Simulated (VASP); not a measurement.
Here is a VASP 6.6.1 calculation.

INCAR

```
SYSTEM = Cu
PREC     = Accurate       ! precision mode
ENCUT    = 520            ! plane-wave cutoff, eV
EDIFF    = 1E-7           ! SCF threshold, eV
ISMEAR   = 0              ! smearing method
SIGMA    = 0.1            ! smearing width, eV
LREAL    = .False.        ! projectors in reciprocal space
LASPH    = .True.         ! aspherical terms in the spheres
NELM     = 60             ! most SCF steps
ALGO     = Fast           ! electronic algorithm
ISIF     = 2              ! what is computed and relaxed
LWAVE    = .False.        ! write WAVECAR
LCHARG   = .False.        ! write CHGCAR
GGA      = PS             ! functional
NBANDS   = 30             ! bands
```

The input KPOINTS:

```
regular mesh
0
Gamma
  24 24 6
  0 0 0
```

The input POSCAR:

```
Cu
1.0
    2.5292476726      0.0000000000      0.0000000000
   -1.2646238363      2.1903927369      0.0000000000
    0.0000000000      0.0000000000      8.1117259579
Cu
4
Direct
    0.0000000000      0.0000000000      0.0000000000
    0.3333333333      0.6666666667      0.2500000000
    0.0000000000      0.0000000000      0.5000000000
    0.6666666667      0.3333333333      0.7500000000
```

Potentials or basis: VASP PAW PBE potentials, release 64 (Cu).

The run is started by

```bash
$ cat potpaw_PBE.64/Cu/POTCAR > POTCAR
$ mpirun -np 1 vasp_std > vasp.out
```

(1) Estimate the band gap on the k mesh.

(2) Estimate the pressure.

## Answers

(1) zero (bands 22 and 23 overlap by 5.16 eV).

(2) 2.1 GPa.

Caveat: the cell differs from its parent crystal (uniaxial strain along c: -1.5 %); the PAW data sets were made with another functional, which shifts forces and pressure a little.
